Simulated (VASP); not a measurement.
# Nb (Fm-3m) in VASP: settings compared, part 2 of 3

VASP 6.6.1. Earlier steps stand in the parts before.

### 3 Elastic constants, LDA

INCAR

```
ALGO     = Normal         # electronic algorithm
EDIFF    = 1E-8           # SCF threshold, eV
ENCUT    = 600            # plane-wave cutoff, eV
IBRION   = 6              # ionic algorithm
ISIF     = 3              # what is computed and relaxed
ISMEAR   = -1             # smearing method
LASPH    = True           # aspherical terms in the spheres
LCHARG   = False          # write CHGCAR
LREAL    = False          # projectors in reciprocal space
LWAVE    = False          # write WAVECAR
NBANDS   = 12             # bands
NELM     = 60             # most SCF steps
NFREE    = 2            
NSW      = 1              # ionic steps
POTIM    = 0.015          # step
PREC     = Accurate       # precision mode
SIGMA    = 0.05           # smearing width, eV
```

KPOINTS

```
k-points
0
Gamma
  8 8 8
```

POSCAR

```
Nb
1.0
    0.0000000000      2.1150000000      2.1150000000
    2.1150000000      0.0000000000      2.1150000000
    2.1150000000      2.1150000000      0.0000000000
Nb
1
Direct
    0.0000000000      0.0000000000      0.0000000000
```

Potentials or basis: VASP PAW LDA potentials, release 64 (Nb_sv).

Command:

```bash
$ cat potpaw_LDA.64/Nb_sv/POTCAR > POTCAR
$ mpirun -np 1 vasp_std > vasp.out
```

OUTCAR:

```text
EDIFF = 1E-8
   ENCUT = 600
   IBRION = 6
   ISIF = 3
   ISMEAR = -1
   LASPH = True
   LREAL = False
   NELM = 60
   NFREE = 2
   NSW = 1
   POTIM = 0.015
   PREC = Accurate

 ion  position               nearest neighbor table
   1  0.000  0.000  0.000-

  LATTYP: Found a face centered cubic cell.
 ALAT       =     4.2300000000

  Lattice vectors:

 A1 = (   0.0000000000,   2.1150000000,   2.1150000000)
 A2 = (   2.1150000000,   0.0000000000,   2.1150000000)
 A3 = (   2.1150000000,   2.1150000000,   0.0000000000)

Analysis of symmetry for initial positions (statically):
=====================================================================
 Subroutine PRICEL returns:
 Original cell was already a primitive cell.

 Routine SETGRP: Setting up the symmetry group for a
 face centered cubic supercell.

 Subroutine GETGRP returns: Found 48 space group operations
 (whereof 48 operations were pure point group operations)
 out of a pool of 48 trial point group operations.

The static configuration has the point symmetry O_h .

Analysis of symmetry for dynamics (positions and initial velocities):
=====================================================================
 Subroutine PRICEL returns:
 Original cell was already a primitive cell.

 Routine SETGRP: Setting up the symmetry group for a
 face centered cubic supercell.

 Subroutine GETGRP returns: Found 48 space group operations
[... 709 lines left out ...]
  --------------------------------------------------------------------------------------
  -------------------------------------------------------------------------------------
  Total       -1.3001474     -1.3001474     -1.3001474      0.0000000     -0.0000000      0.0000000
  in kB     -110.0885247   -110.0885247   -110.0885247      0.0000000     -0.0000000      0.0000000
  external PRESSURE =    -110.0885247 kB  Pullay stress =       0.0000000 kB
[... 16 lines left out ...]
  FREE ENERGIE OF THE ION-ELECTRON SYSTEM (eV)
  ---------------------------------------------------
  free  energy   TOTEN  =       -10.8455654916 eV

  energy  without entropy=      -10.8328897709  energy(sigma->0) =      -10.83922763

 INTERNAL STRAIN TENSORS FROM STRAINED CELLS
 ============================================

 INTERNAL STRAIN TENSOR FOR ION    1 for displacements in x,y,z  (eV/Angst):
          X           Y           Z          XY          YZ          ZX
  --------------------------------------------------------------------------------
  x     0.00000     0.00000     0.00000     0.00000     0.00000     0.00000
  y     0.00000    -0.00000    -0.00000     0.00000    -0.00000     0.00000
  z     0.00000    -0.00000     0.00000     0.00000    -0.00000    -0.00000

 INTERNAL STRAIN TENSORS FROM DISPLACED ATOMS
 ============================================

 INTERNAL STRAIN TENSOR FOR ION    1 for displacements in x,y,z  (eV/Angst):
          X           Y           Z          XY          YZ          ZX
  --------------------------------------------------------------------------------
  x     0.00000     0.00000     0.00000     0.00000     0.00000     0.00000
  y     0.00000     0.00000     0.00000     0.00000     0.00000     0.00000
  z     0.00000     0.00000     0.00000     0.00000     0.00000     0.00000

 Eigenvectors and eigenvalues of the dynamical matrix
 ----------------------------------------------------

   1 f  =    0.000000 THz     0.000000 2PiTHz    0.000000 cm-1     0.000000 meV
             X         Y         Z           dx          dy          dz
      0.000000  0.000000  0.000000    -0.488444   -0.511295    0.707107

   2 f  =    0.000000 THz     0.000000 2PiTHz    0.000000 cm-1     0.000000 meV
             X         Y         Z           dx          dy          dz
      0.000000  0.000000  0.000000     0.488444    0.511295    0.707107

   3 f  =    0.000000 THz     0.000000 2PiTHz    0.000000 cm-1     0.000000 meV
             X         Y         Z           dx          dy          dz
      0.000000  0.000000  0.000000     0.723080   -0.690764    0.000000

--------------------------------------------------------------------------------------------------------

 ELASTIC MODULI CONTR FROM IONIC RELAXATION (kBar)
 Direction    XX          YY          ZZ          XY          YZ          ZX
 --------------------------------------------------------------------------------
 XX           0.0000      0.0000      0.0000      0.0000      0.0000      0.0000
 YY           0.0000      0.0000      0.0000      0.0000      0.0000      0.0000
 ZZ           0.0000      0.0000      0.0000      0.0000      0.0000      0.0000
 XY           0.0000      0.0000      0.0000      0.0000      0.0000      0.0000
 YZ           0.0000      0.0000      0.0000      0.0000      0.0000      0.0000
 ZX           0.0000      0.0000      0.0000      0.0000      0.0000      0.0000
 --------------------------------------------------------------------------------

 TOTAL ELASTIC MODULI (kBar)
 Direction    XX          YY          ZZ          XY          YZ          ZX
 --------------------------------------------------------------------------------
 XX        -255.9079   2402.9540   2402.9540      0.0000     -0.0000     -0.0000
 YY        2402.9540   -255.9079   2402.9540      0.0000      0.0000      0.0000
 ZZ        2402.9540   2402.9540   -255.9079      0.0000      0.0000     -0.0000
 XY           0.0000      0.0000      0.0000   -658.9578      0.0000     -0.0000
 YZ          -0.0000      0.0000      0.0000      0.0000   -658.9578      0.0000
 ZX          -0.0000      0.0000     -0.0000     -0.0000      0.0000   -658.9578
 --------------------------------------------------------------------------------
```

OSZICAR:

```text
N       E                     dE             d eps       ncg     rms          rms(c)
DAV:   1     0.129253515435E+03    0.12925E+03   -0.77788E+03   704   0.121E+03
DAV:   2    -0.476268516937E+01   -0.13402E+03   -0.12956E+03   744   0.427E+02
DAV:   3    -0.109495172441E+02   -0.61868E+01   -0.57622E+01  1096   0.803E+01
DAV:   4    -0.113380054058E+02   -0.38849E+00   -0.38246E+00   972   0.173E+01
[... 177 lines left out ...]
DAV:   3    -0.108455983524E+02    0.18129E-03   -0.44868E-03  1128   0.742E-01    0.300E-02
DAV:   4    -0.108455663899E+02    0.31963E-04   -0.70162E-05   864   0.879E-02    0.493E-03
DAV:   5    -0.108455657002E+02    0.68962E-06   -0.64334E-06  1016   0.300E-02    0.119E-03
DAV:   6    -0.108455654846E+02    0.21561E-06   -0.42553E-07  1076   0.985E-03    0.311E-04
DAV:   7    -0.108455654916E+02   -0.70117E-08   -0.28190E-08   860   0.179E-03
  15 F= -.10845565E+02 E0= -.10839228E+02  d E =-.126757E-01
```

stdout:

```text
POSCAR found type information on POSCAR Nb
 POSCAR found :  1 types and       1 ions
 scaLAPACK will be used
 LDA part: xc-table for (Slater(with rela. corr.)+CA(PZ))
 , standard interpolation
 POSCAR, INCAR and KPOINTS ok, starting setup
 FFT: planning ... GRIDC
 FFT: planning ... GRID_SOFT
 FFT: planning ... GRID
 WAVECAR not read
 entering main loop
 Found     1 degrees of freedom:
 Adding 6 more for cell shape distortion
 Finite differences POTIM= 0.01500 DOF=   7
 bond charge predicted
 Finite differences progress:
 bond charge predicted
 Finite differences progress:
 bond charge predicted
 Finite differences progress:
 bond charge predicted
 Finite differences progress:
 bond charge predicted
 Finite differences progress:
 bond charge predicted
 Finite differences progress:
 bond charge predicted
 Finite differences progress:
 bond charge predicted
 Finite differences progress:
 bond charge predicted
 Finite differences progress:
 bond charge predicted
 Finite differences progress:
 bond charge predicted
 Finite differences progress:
 bond charge predicted
 Finite differences progress:
 bond charge predicted
 Finite differences progress:
 bond charge predicted
 Finite differences progress:
```

Wall time 73 s (1 thread of Intel Xeon 6975P-C (Granite Rapids), shared host); peak memory 0.2 GiB.

What came out:

```
Elastic constants C11, C12, C44 : -26, 240, -66 GPa
Voigt bulk modulus              : 152 GPa
```

Elastic tensor in Voigt notation (GPa, in the Cartesian axes of the cell as first typed):
```
-26 240 240   0   0   0
240 -26 240   0   0   0
240 240 -26   0   0   0
  0   0   0 -66   0   0
  0   0   0   0 -66   0
  0   0   0   0   0 -66
```

Clamped-ion elastic tensor (GPa):
```
-26 240 240   0   0   0
240 -26 240   0   0   0
240 240 -26   0   0   0
  0   0   0 -66   0   0
  0   0   0   0 -66   0
  0   0   0   0   0 -66
```

Caveat: the cell is under stress, which shifts elastic constants; the elastic tensor has a negative eigenvalue, so either the cell is unstable as it stands or the mesh is too thin.

### 4 Elastic constants, PBE

INCAR

```
SYSTEM = Nb
PREC = Accurate
ENCUT = 600
EDIFF = 1E-8
ISMEAR = -1
SIGMA = 0.05
LREAL = .False.
LASPH = .True.
NELM = 80
ALGO = Normal
ISIF = 3
LWAVE = .False.
LCHARG = .False.
GGA = PE
IBRION = 6
NFREE = 2
POTIM = 0.015
NSW = 1
```

KPOINTS

```
Automatic mesh
0
Gamma
  8 8 8
  0 0 0
```

POSCAR is that of step 3.

Potentials or basis: VASP PAW PBE potentials, release 64 (Nb_sv).

Command:

```bash
$ cat potpaw_PBE.64/Nb_sv/POTCAR > POTCAR
$ mpirun -np 1 vasp_std > vasp.out
```

OUTCAR:

```text
SYSTEM = Nb
   PREC = Accurate
   ENCUT = 600
   EDIFF = 1E-8
   ISMEAR = -1
   LREAL = .False.
   LASPH = .True.
   NELM = 80
   ISIF = 3
   GGA = PE
   IBRION = 6
   NFREE = 2
   POTIM = 0.015
   NSW = 1

 ion  position               nearest neighbor table
   1  0.000  0.000  0.000-

  LATTYP: Found a face centered cubic cell.
 ALAT       =     4.2300000000
[... 743 lines left out ...]
      0.000000  0.000000  0.000000     1.000000    0.000000    0.000000

   2 f/i=    0.000000 THz     0.000000 2PiTHz    0.000000 cm-1     0.000000 meV
             X         Y         Z           dx          dy          dz
      0.000000  0.000000  0.000000     0.000000    1.000000    0.000000

   3 f/i=    0.000000 THz     0.000000 2PiTHz    0.000000 cm-1     0.000000 meV
             X         Y         Z           dx          dy          dz
      0.000000  0.000000  0.000000     0.000000    0.000000    1.000000

--------------------------------------------------------------------------------------------------------

 ELASTIC MODULI CONTR FROM IONIC RELAXATION (kBar)
 Direction    XX          YY          ZZ          XY          YZ          ZX
 --------------------------------------------------------------------------------
 XX           0.0000      0.0000      0.0000      0.0000      0.0000      0.0000
 YY           0.0000      0.0000      0.0000      0.0000      0.0000      0.0000
 ZZ           0.0000      0.0000      0.0000      0.0000      0.0000      0.0000
 XY           0.0000      0.0000      0.0000      0.0000      0.0000      0.0000
 YZ           0.0000      0.0000      0.0000      0.0000      0.0000      0.0000
 ZX           0.0000      0.0000      0.0000      0.0000      0.0000      0.0000
 --------------------------------------------------------------------------------

 TOTAL ELASTIC MODULI (kBar)
 Direction    XX          YY          ZZ          XY          YZ          ZX
 --------------------------------------------------------------------------------
 XX        -162.7725   2445.0437   2445.0437     -0.0000      0.0000      0.0000
 YY        2445.0437   -162.7725   2445.0437     -0.0000     -0.0000      0.0000
 ZZ        2445.0437   2445.0437   -162.7725      0.0000     -0.0000     -0.0000
 XY          -0.0000     -0.0000      0.0000   -504.8580      0.0000      0.0000
 YZ           0.0000     -0.0000     -0.0000      0.0000   -504.8580      0.0000
 ZX           0.0000      0.0000     -0.0000      0.0000      0.0000   -504.8580
 --------------------------------------------------------------------------------
```

Wall time 74 s (1 thread of Intel Xeon 6975P-C (Granite Rapids), shared host); peak memory 0.2 GiB.

What came out:

* Elastic constants C11, C12, C44: -16, 245, -50 GPa
* Voigt bulk modulus: 158 GPa

Elastic tensor in Voigt notation (GPa, in the Cartesian axes of the cell as first typed):
```
-16 245 245   0   0   0
245 -16 245   0   0   0
245 245 -16   0   0   0
  0   0   0 -50   0   0
  0   0   0   0 -50   0
  0   0   0   0   0 -50
```

Clamped-ion elastic tensor (GPa):
```
-16 245 245   0   0   0
245 -16 245   0   0   0
245 245 -16   0   0   0
  0   0   0 -50   0   0
  0   0   0   0 -50   0
  0   0   0   0   0 -50
```

Caveat: the cell is under stress, which shifts elastic constants; the elastic tensor has a negative eigenvalue, so either the cell is unstable as it stands or the mesh is too thin.

(Continued in part 3 of 3.)
